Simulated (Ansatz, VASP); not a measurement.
Two plane-wave programs on Al2O3

File INCAR:

```
ALGO     = Normal         # electronic algorithm
EDIFF    = 1E-6           # SCF threshold, eV
ENCUT    = 520            # plane-wave cutoff, eV
GGA      = CA             # functional
ISIF     = 2              # what is computed and relaxed
ISMEAR   = 0              # smearing method
LASPH    = T              # aspherical terms in the spheres
LCHARG   = F              # write CHGCAR
LREAL    = F              # projectors in reciprocal space
LWAVE    = F              # write WAVECAR
NBANDS   = 35             # bands
NELM     = 100            # most SCF steps
PREC     = Accurate       # precision mode
SIGMA    = 0.05           # smearing width, eV
```

KPOINTS

```
k-points
0
Gamma
  6 4 8
```

File POSCAR:

```
Al2O3
1.0
    4.9599925692      0.0000000000      0.0000000000
    0.0000000000     10.3389708284      0.0000000000
    0.0000000000      0.0000000000      2.9745879034
Al O
4 6
Direct
    0.4138788494      0.3309999366      0.5000000000
    0.5861211506      0.6690000634      0.5000000000
    0.9138788494      0.1690000634      0.0000000000
    0.0861211506      0.8309999366      0.0000000000
    0.7315554251      0.2226862107      0.5000000000
    0.0000000000      0.0000000000      0.0000000000
    0.7684445749      0.7226862107      0.0000000000
    0.2315554251      0.2773137893      0.0000000000
    0.2684445749      0.7773137893      0.5000000000
    0.5000000000      0.5000000000      0.5000000000
```

Input for Ansatz:

```yaml
crystal:
  lattice:
    - [4.9599925692, 0.0, 0.0]
    - [0.0, 10.3389708284, 0.0]
    - [0.0, 0.0, 2.9745879034]
  atoms:
    - { symbol: Al, position: [0.4138788494, 0.3309999366, 0.5] }
    - { symbol: Al, position: [0.5861211506, 0.6690000634, 0.5] }
    - { symbol: Al, position: [0.9138788494, 0.1690000634, 0.0] }
    - { symbol: Al, position: [0.0861211506, 0.8309999366, 0.0] }
    - { symbol: O, position: [0.7315554251, 0.2226862107, 0.5] }
    - { symbol: O, position: [0.0, 0.0, 0.0] }
    - { symbol: O, position: [0.7684445749, 0.7226862107, 0.0] }
    - { symbol: O, position: [0.2315554251, 0.2773137893, 0.0] }
    - { symbol: O, position: [0.2684445749, 0.7773137893, 0.5] }
    - { symbol: O, position: [0.5, 0.5, 0.5] }
basis:
  ecutwfc: 420
kpoints:
  mp_grid: { grid: [6, 4, 8] }
hamiltonian:
  xc: lda
scf:
  occupations: { method: gaussian, width: 0.05 }
output:
  forces: true
  stress: true
  eigenvalues: true
```

Change from the starting cell: strain +0.080 along x and y, +0.000 along z, atoms carried along.

Alike in both runs: task single point; functional LDA; k mesh 6 × 4 × 8; occupations gaussian, width 0.05 eV; no spin polarisation.

|  | VASP | Ansatz |
| --- | --- | --- |
| version | VASP 6.6.1 | Ansatz 0.2.0 |
| potentials or method | VASP PAW LDA potentials, release 64 (Al, O), cutoff 520 eV | scalar-relativistic, plane waves, PAW |
| valence electrons in the cell | 48 | 48 |

```tsv
	VASP	Ansatz	Ansatz less VASP
gap on the k mesh at the Fermi level (eV)	2.04	2.05	+0.005
least direct gap on the mesh (eV)	2.04	2.05	+0.005
pressure (GPa)	-17.2	-17.6	-0.35
traceless stress, the component that is largest in VASP (GPa)	-12.03	-12.13	-0.097
rms of the force components (eV/Å)	0.517	0.520	+0.0033
```

LDA's correlation is that of Perdew and Zunger in VASP and of Perdew and Wang (1992) in Ansatz. Atom by atom the forces differ by 0.020 eV/Å (rms over components).
